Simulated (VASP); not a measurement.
# MgO (P3m1) in VASP: notebook

MgO is run at these levels: LDA; tasks: single point.

Everything below comes from runs of VASP 6.6.1. Logs are shortened: lines on timing, memory, paths and dates and some standing lists are left out, and cuts for length are marked.

### Step 1. The cell of the first run

Symmetry: P3m1, No. 156, trigonal system. Conventional cell: a = 2.938 Å, b = 2.938 Å, c = 2.680 Å, α = 90.00°, β = 90.00°, γ = 120.00°. Mg (site symmetry 3m) has 6 O at 2.10 to 2.22 Å and 2 Mg at 2.68 Å within 2.8 Å. Within 2.8 Å of O (site symmetry 3m) lie 6 Mg at 2.10 to 2.22 Å and 2 O at 2.68 Å.

### Step 2. Single point, LDA

INCAR reads:

```
SYSTEM = MgO
  PREC = Accurate
  ENCUT = 520
  EDIFF = 1E-6
  ISMEAR = 0
  SIGMA = 0.05
  LREAL = .FALSE.
  LASPH = .TRUE.
  NELM = 80
  ALGO = Normal
  ISIF = 2
  LWAVE = .FALSE.
  LCHARG = .FALSE.
  GGA = CA
  NBANDS = 11
```

KPOINTS reads:

```
regular mesh
0
G
  9 9 8
  0 0 0
```

POSCAR reads:

```
MgO
1.0
    2.9380209034      0.0000000000      0.0000000000
   -1.4690104517      2.5444007392      0.0000000000
    0.0000000000      0.0000000000      2.6796800000
Mg O
1 1
Direct
    0.0000000000      0.0000000000      0.0000000000
    0.3333333333      0.6666666667      0.5373178887
```

Potentials or basis: VASP PAW LDA potentials, release 64 (Mg, O).

Command:

```sh
cat potpaw_LDA.64/Mg/POTCAR potpaw_LDA.64/O/POTCAR > POTCAR
mpirun -np 1 vasp_std > vasp.out
```

OUTCAR:

```text
SYSTEM = MgO
   PREC = Accurate
   ENCUT = 520
   EDIFF = 1E-6
   ISMEAR = 0
   LREAL = .FALSE.
   LASPH = .TRUE.
   NELM = 80
   ISIF = 2
   GGA = CA

 ion  position               nearest neighbor table
   1  0.000  0.000  0.000-   2 2.10   2 2.10   2 2.10   2 2.22   2 2.22   2 2.22
   2  0.333  0.667  0.537-   1 2.10   1 2.10   1 2.10   1 2.22   1 2.22   1 2.22

  LATTYP: Found a hexagonal cell.
 ALAT       =     2.9380209034
 C/A-ratio  =     0.9120697531

  Lattice vectors:

 A1 = (   2.9380209034,   0.0000000000,   0.0000000000)
 A2 = (  -1.4690104517,   2.5444007392,   0.0000000000)
 A3 = (   0.0000000000,   0.0000000000,   2.6796800000)

Analysis of symmetry for initial positions (statically):
=====================================================================
 Subroutine PRICEL returns:
 Original cell was already a primitive cell.

 Routine SETGRP: Setting up the symmetry group for a
 hexagonal supercell.

 Subroutine GETGRP returns: Found  6 space group operations
 (whereof  6 operations were pure point group operations)
 out of a pool of 24 trial point group operations.

The static configuration has the point symmetry C_3v.

Analysis of symmetry for dynamics (positions and initial velocities):
=====================================================================
 Subroutine PRICEL returns:
 Original cell was already a primitive cell.

 Routine SETGRP: Setting up the symmetry group for a
 hexagonal supercell.

 Subroutine GETGRP returns: Found  6 space group operations
 (whereof  6 operations were pure point group operations)
 out of a pool of 24 trial point group operations.

The dynamic configuration has the point symmetry C_3v.

 Subroutine INISYM returns: Found  6 space group operations
 (whereof  6 operations are pure point group operations),
 and found     1 'primitive' translations

----------------------------------------------------------------------------------------

                                     Primitive cell

  volume of cell :      20.0320

  direct lattice vectors                    reciprocal lattice vectors
     2.938020903  0.000000000  0.000000000     0.340365175  0.196509926  0.000000000
    -1.469010452  2.544400739  0.000000000     0.000000000  0.393019851  0.000000000
     0.000000000  0.000000000  2.679680000     0.000000000  0.000000000  0.373178887

  length of vectors
     2.938020903  2.938020903  2.679680000     0.393019851  0.393019851  0.373178887

  position of ions in fractional coordinates (direct lattice)
     0.000000000  0.000000000  0.000000000
     0.333333333  0.666666667  0.537317889

  ion indices of the primitive-cell ions
   primitive index   ion index
                 1           1
                 2           2

----------------------------------------------------------------------------------------

 KPOINTS: regular mesh

Automatic generation of k-mesh.
 Grid dimensions read from file:
 generate k-points for:    9    9    8

 Generating k-lattice:

  Cartesian coordinates                     Fractional coordinates (reciprocal lattice)
     0.037818353  0.021834436  0.000000000     0.111111111 -0.000000000  0.000000000
     0.000000000  0.043668872  0.000000000     0.000000000  0.111111111  0.000000000
     0.000000000  0.000000000  0.046647361     0.000000000  0.000000000  0.125000000

  Length of vectors
     0.043668872  0.043668872  0.046647361

  Shift w.r.t. Gamma in fractional coordinates (k-lattice)
     0.000000000  0.000000000  0.000000000

 Subroutine IBZKPT returns following result:
 ===========================================

 Found     81 irreducible k-points:

 Following reciprocal coordinates:
            Coordinates               Weight
  0.000000  0.000000  0.000000      1.000000
  0.111111 -0.000000  0.000000      6.000000
  0.222222 -0.000000  0.000000      6.000000
  0.333333 -0.000000  0.000000      6.000000
  0.444444 -0.000000  0.000000      6.000000
  0.111111  0.111111  0.000000      6.000000
[... 16 lines left out ...]
  0.222222  0.111111  0.125000     12.000000
 -0.111111  0.333333  0.125000     12.000000
 [... further k-points ...]
   k-points           NKPTS =     81   k-points in BZ     NKDIM =     81   number of bands    NBANDS=     11
   number of dos      NEDOS =    301   number of ions     NIONS =      2
   total plane-waves  NPLWV =  11520
   dimension x,y,z NGX =    24 NGY =   24 NGZ =   20
   dimension x,y,z NGXF=    48 NGYF=   48 NGZF=   40
   ions per type =               1   1
   NGX,Y,Z   is equivalent  to a cutoff of  13.58, 13.58, 12.41 a.u.
   NGXF,Y,Z  is equivalent  to a cutoff of  27.16, 27.16, 24.82 a.u.
 SYSTEM =  MgO
   PREC   = accura    normal or accurate (medium, high low for compatibility)
   ISTART =      0    job   : 0-new  1-cont  2-samecut
   ICHARG =      2    charge: 1-file 2-atom 10-const
   ISPIN  =      1    spin polarized calculation?
   LNONCOLLINEAR =      F non collinear calculations
   LSORBIT =      F    spin-orbit coupling
   LASPH  =      T    aspherical Exc in radial PAW
   ENCUT  =  520.0 eV  38.22 Ry    6.18 a.u.   5.46  5.46  4.98*2*pi/ulx,y,z
   NELM   =     80;   NELMIN=  2; NELMDL= -5     # of ELM steps
   EDIFF  = 0.1E-05   stopping-criterion for ELM
   LREAL  =      F    real-space projection
   EDIFFG = 0.1E-04   stopping-criterion for IOM
   NSW    =      0    number of steps for IOM
   IBRION =     -1    ionic relax: 0-MD 1-quasi-New 2-CG
   NFREE  =      0    steps in history (QN), initial steepest desc. (CG)
   ISIF   =      2    stress and relaxation
   ISYM   =      2    0-nonsym 1-usesym 2-fastsym
   POTIM  = 0.5000    time-step for ionic-motion
   TEBEG  =    0.0;   TEEND  =   0.0 temperature during run
   PSTRESS=    0.0 pullay stress
   NELECT =       8.0000    total number of electrons
   NUPDOWN=      -1.0000    fix difference up-down
   EMIN   =  10.00;   EMAX   =-10.00  energy-range for DOS
   EFERMI =   0.00;   METHOD = LEGACY
   ISMEAR =     0;   SIGMA  =   0.05  broadening in eV -4-tet -1-fermi 0-gaus
   EFERMI_NEDOS =   21; number of points for ismear=-14 and -15
   IALGO  =     38    algorithm
   IMIX   =      4    mixing-type and parameters
     AMIX     =   0.40;   BMIX     =  1.00
     AMIX_MAG =   1.60;   BMIX_MAG =  1.00
  volume/ion in A,a.u.               =      10.02        67.59
  Fermi-wavevector in a.u.,A,eV,Ry     =   1.205583  2.278221 19.775115  1.453430
  Thomas-Fermi vector in A             =   2.341275
   LORBIT       =      0    0 simple, 1 ext, 2 COOP (PROOUT), +10 PAW based schemes
   GGA     = CA    functional components
   LHFCALC =     F    Hartree Fock is set to
   AEXX    =    0.0000 exact exchange contribution
   IVDW    =     0    specifies the selected vdW correction
   LEPSILON=     F    determine dielectric tensor
   LRPA    =     F    only Hartree local field effects (RPA)
 non-spin polarized calculation
 Gauss-broadening in eV      SIGMA  =   0.05
  energy-cutoff  :      520.00
  volume of cell :       20.03
 maximum number of plane-waves:       562
 NGX is ok and might be reduce to    24
   NGX = 11   NGY = 11   NGZ =  9

 number of electron       8.0000000 magnetization

 Free energy of the ion-electron system (eV)
  ---------------------------------------------------
  ext. energy  EPLUGINS =         0.00000000
  ---------------------------------------------------
  free energy    TOTEN  =       -12.66129916 eV

  energy without entropy =      -12.66129916  energy(sigma->0) =      -12.66129916

 E-fermi :   3.3026     XC(G=0): -11.2272

 val. band max:        2.9956562938   @ k =   0.3333   0.3333   0.0000
 cond. band min:       5.9272921266   @ k =   0.0000   0.0000   0.0000
 fundamental gap:      2.9316358327
 Fermi energy:         3.3025921377

 k-point     1 :       0.0000    0.0000    0.0000
  band No.  band energies     occupation
      1     -14.1825      2.00000
      2       2.3629      2.00000
      3       2.3629      2.00000
      4       2.5731      2.00000
      5       5.9273      0.00000
      6      14.6821      0.00000
      7      18.2840      0.00000
      8      18.2840      0.00000
      9      22.1088      0.00000
     10      24.1125      0.00000
     11      25.1755      0.00000

 k-point     2 :       0.1111   -0.0000    0.0000
  band No.  band energies     occupation
      1     -14.0711      2.00000
      2       1.5628      2.00000
      3       2.2707      2.00000
      4       2.6177      2.00000
      5       6.6735      0.00000
      6      14.6646      0.00000
      7      17.1863      0.00000
      8      18.5948      0.00000
      9      22.9488      0.00000
     10      24.1525      0.00000
     11      25.3805      0.00000

 k-point     3 :       0.2222   -0.0000    0.0000
  band No.  band energies     occupation
      1     -13.7730      2.00000
      2       0.1375      2.00000
      3       2.0478      2.00000
      4       2.7238      2.00000
      5       7.9608      0.00000
      6      13.9857      0.00000
      7      16.5929      0.00000
      8      19.3327      0.00000
      9      22.7136      0.00000
     10      23.7017      0.00000
     11      26.1392      0.00000

 k-point     4 :       0.3333   -0.0000    0.0000
  band No.  band energies     occupation
      1     -13.4015      2.00000
      2      -1.1269      2.00000
      3       1.8105      2.00000
      4       2.8487      2.00000
      5       8.9812      0.00000
      6      13.2343      0.00000
      7      16.4711      0.00000
      8      20.0443      0.00000
      9      22.1517      0.00000
     10      23.7330      0.00000
     11      27.7295      0.00000
[... 239 lines left out ...]
 k-point    22 :       0.1111    0.1111    0.1250
  band No.  band energies     occupation
      1     -13.7349      2.00000
      2       0.6192      2.00000
      3       1.8737      2.00000
      4       2.1088      2.00000
      5       8.2369      0.00000
      6      14.3833      0.00000
      7      16.9366      0.00000
      8      18.9724      0.00000
      9      21.6636      0.00000
     10      23.8105      0.00000
     11      25.9271      0.00000

 k-point    23 :       0.2222    0.1111    0.1250
  band No.  band energies     occupation
      1     -13.4094      2.00000
      2      -0.4563      2.00000
      3       1.7120      2.00000
      4       2.0445      2.00000
      5       9.2592      0.00000
      6      13.5130      0.00000
      7      17.0323      0.00000
      8      18.9250      0.00000
      9      21.5255      0.00000
     10      23.6006      0.00000
     11      26.6691      0.00000

 k-point    24 :      -0.1111    0.3333    0.1250
  band No.  band energies     occupation
      1     -13.4092      2.00000
      2      -0.4557      2.00000
      3       1.7084      2.00000
      4       2.0415      2.00000
      5       9.2400      0.00000
      6      13.6994      0.00000
      7      17.0034      0.00000
      8      18.7477      0.00000
      9      21.0494      0.00000
     10      24.0696      0.00000
     11      26.8835      0.00000

 [... further k-points ...]
[... 5 lines left out ...]
  --------------------------------------------------------------------------------------
  -------------------------------------------------------------------------------------
  Total       -1.2102294     -1.2102294     -1.3675911      0.0000000      0.0000000      0.0000000
  in kB      -96.7954500    -96.7954500   -109.3814137      0.0000000      0.0000000      0.0000000
  external PRESSURE =    -100.9907713 kB  Pullay stress =       0.0000000 kB

 VOLUME and BASIS-vectors are now :
 -----------------------------------------------------------------------------
  energy-cutoff  :      520.00
  volume of cell :       20.03
      direct lattice vectors                 reciprocal lattice vectors
     2.938020903  0.000000000  0.000000000     0.340365175  0.196509926  0.000000000
    -1.469010452  2.544400739  0.000000000     0.000000000  0.393019851  0.000000000
     0.000000000  0.000000000  2.679680000     0.000000000  0.000000000  0.373178887

 POSITION                                       TOTAL-FORCE (eV/Angst)
 -----------------------------------------------------------------------------------
      0.00000      0.00000      0.00000        -0.000000      0.000000      0.291418
     -0.00000      1.69627      1.43984         0.000000      0.000000     -0.291418
 -----------------------------------------------------------------------------------
    total drift:                                0.000000     -0.000000     -0.000365

  FREE ENERGIE OF THE ION-ELECTRON SYSTEM (eV)
  ---------------------------------------------------
  free  energy   TOTEN  =       -12.6612991586 eV

  energy  without entropy=      -12.6612991586  energy(sigma->0) =      -12.66129916
```

Wall time 14 s (1 thread of Intel Xeon 8259CL, shared host); peak memory 0.14 GiB.

Results:

```yaml
Free_energy: -12.6613 eV
Pressure: -10.1 GPa
Largest_force: 0.291 eV/Å
Band_gap_on_the_k_mesh: 2.93 eV, indirect (least direct gap 3.35 eV)
```

Forces on the atoms (eV/Å):
```
Mg   0.000  0.000  0.291
O    0.000  0.000 -0.291
```

Stress tensor (GPa, compression positive):
```
 -9.68   0.00   0.00
  0.00  -9.68   0.00
  0.00   0.00 -10.94
```

Levels at points of the mesh, in eV from the valence-band top:
```csv
k point,band 1,band 2,band 3,band 4,band 5,band 6,band 7,band 8,band 9
"(0.00, 0.00, 0.00)",-17.18,-0.63,-0.63,-0.42,2.93,11.69,15.29,15.29,19.11
"(0.00, 0.00, 0.50)",-16.06,-5.43,-0.12,-0.12,8.13,8.87,17.29,17.29,18.30
```

Caveat: the cell differs from its parent crystal (all O atoms moved -0.100 Å, as atom 2 towards its neighbour atom 2 (O) at 2.680 Å). A k mesh can miss the band edges.

### Step 3. Single point, LDA

INCAR reads:

```
SYSTEM = MgO
ALGO     = Normal         ! electronic algorithm
EDIFF    = 1E-6           ! SCF threshold, eV
ENCUT    = 520            ! plane-wave cutoff, eV
ISIF     = 2              ! what is computed and relaxed
ISMEAR   = 0              ! smearing method
LASPH    = .TRUE.         ! aspherical terms in the spheres
LCHARG   = .FALSE.        ! write CHGCAR
LREAL    = .FALSE.        ! projectors in reciprocal space
LWAVE    = .FALSE.        ! write WAVECAR
NBANDS   = 11             ! bands
NELM     = 60             ! most SCF steps
PREC     = Accurate       ! precision mode
SIGMA    = 0.05           ! smearing width, eV
```

KPOINTS reads:

```
k-points
0
G
  9 9 8
  0 0 0
```

Changes to POSCAR since step 2:

```diff
@@ -9,2 +9,2 @@
     0.0000000000      0.0000000000      0.0000000000
-    0.3333333333      0.6666666667      0.5373178887
+    0.3333333333      0.6666666667      0.4813410556
```

Potentials or basis: VASP PAW LDA potentials, release 64 (Mg, O).

Command:

```sh
cat potpaw_LDA.64/Mg/POTCAR potpaw_LDA.64/O/POTCAR > POTCAR
mpirun -np 1 vasp_std > vasp.out
```

OUTCAR:

```text
SYSTEM = MgO
   EDIFF = 1E-6
   ENCUT = 520
   ISIF = 2
   ISMEAR = 0
   LASPH = .TRUE.
   LREAL = .FALSE.
   NELM = 60
   PREC = Accurate

 ion  position               nearest neighbor table
   1  0.000  0.000  0.000-   2 2.13   2 2.13   2 2.13   2 2.19   2 2.19   2 2.19
   2  0.333  0.667  0.481-   1 2.13   1 2.13   1 2.13   1 2.19   1 2.19   1 2.19

  LATTYP: Found a hexagonal cell.
 ALAT       =     2.9380209034
 C/A-ratio  =     0.9120697531

  Lattice vectors:

 A1 = (   2.9380209034,   0.0000000000,   0.0000000000)
[... 514 lines left out ...]
      6      13.5776      0.00000
      7      17.0149      0.00000
      8      18.8737      0.00000
      9      21.3877      0.00000
     10      23.6983      0.00000
     11      26.7096      0.00000

 [... further k-points ...]
[... 5 lines left out ...]
  --------------------------------------------------------------------------------------
  -------------------------------------------------------------------------------------
  Total       -1.2817353     -1.2817353     -1.4693737      0.0000000      0.0000000      0.0000000
  in kB     -102.5145678   -102.5145678   -117.5220935      0.0000000      0.0000000      0.0000000
  external PRESSURE =    -107.5170764 kB  Pullay stress =       0.0000000 kB

 VOLUME and BASIS-vectors are now :
 -----------------------------------------------------------------------------
  energy-cutoff  :      520.00
  volume of cell :       20.03
      direct lattice vectors                 reciprocal lattice vectors
     2.938020903  0.000000000  0.000000000     0.340365175  0.196509926  0.000000000
    -1.469010452  2.544400739  0.000000000     0.000000000  0.393019851  0.000000000
     0.000000000  0.000000000  2.679680000     0.000000000  0.000000000  0.373178887

 POSITION                                       TOTAL-FORCE (eV/Angst)
 -----------------------------------------------------------------------------------
      0.00000      0.00000      0.00000         0.000000      0.000000     -0.144669
     -0.00000      1.69627      1.28984        -0.000000     -0.000000      0.144669
 -----------------------------------------------------------------------------------
    total drift:                                0.000000     -0.000000      0.000478

  FREE ENERGIE OF THE ION-ELECTRON SYSTEM (eV)
  ---------------------------------------------------
  free  energy   TOTEN  =       -12.6721797989 eV

  energy  without entropy=      -12.6721797989  energy(sigma->0) =      -12.67217980
```

OSZICAR:

```text
N       E                     dE             d eps       ncg     rms          rms(c)
DAV:   1     0.105757401516E+02    0.10576E+02   -0.45292E+03  2070   0.632E+02
DAV:   2    -0.139032791862E+02   -0.24479E+02   -0.24077E+02  2052   0.131E+02
DAV:   3    -0.144250570393E+02   -0.52178E+00   -0.52138E+00  2113   0.162E+01
DAV:   4    -0.144263317893E+02   -0.12747E-02   -0.12747E-02  1911   0.916E-01
DAV:   5    -0.144263360270E+02   -0.42377E-05   -0.42377E-05  2144   0.491E-02    0.719E+00
DAV:   6    -0.127681651986E+02    0.16582E+01   -0.98761E+00  1815   0.165E+01    0.246E+00
DAV:   7    -0.127079581028E+02    0.60207E-01   -0.10377E-01  1970   0.262E+00    0.134E+00
DAV:   8    -0.126728474118E+02    0.35111E-01   -0.53507E-02  1839   0.210E+00    0.267E-01
DAV:   9    -0.126724780636E+02    0.36935E-03   -0.31966E-04  2124   0.137E-01    0.190E-01
DAV:  10    -0.126721831545E+02    0.29491E-03   -0.63344E-04  1875   0.227E-01    0.148E-02
DAV:  11    -0.126721799443E+02    0.32102E-05   -0.99599E-06  2012   0.165E-02    0.602E-03
DAV:  12    -0.126721797989E+02    0.14539E-06   -0.12200E-06  1026   0.828E-03
   1 F= -.12672180E+02 E0= -.12672180E+02  d E =-.770914E-20
```

Run time: 14 s. Hardware: 1 thread of Intel Xeon 8259CL, shared host; peak memory 0.13 GiB.

Results:

- Free energy: -12.6722 eV
- Pressure: -10.8 GPa
- Largest force: 0.145 eV/Å
- Band gap on the k mesh: 2.94 eV, indirect (least direct gap 3.35 eV)

Forces in eV/Å, atoms in the order of the input:
```
Mg   0.000  0.000 -0.145
O    0.000  0.000  0.145
```

Stress tensor (GPa, compression positive):
```
-10.25   0.00   0.00
  0.00 -10.25   0.00
  0.00   0.00 -11.75
```

Levels at points of the mesh, in eV from the valence-band top:
```tsv
k point	band 1	band 2	band 3	band 4	band 5	band 6	band 7	band 8	band 9
(0.00, 0.00, 0.00)	-17.17	-0.61	-0.61	-0.41	2.94	11.64	15.29	15.29	19.46
(0.00, 0.00, 0.50)	-16.04	-5.43	-0.10	-0.10	8.14	8.87	17.30	17.30	18.27
```

Caveat: the cell differs from its parent crystal (all O atoms moved +0.050 Å, as atom 2 towards its neighbour atom 2 (O) at 2.680 Å). A k mesh can miss the band edges.
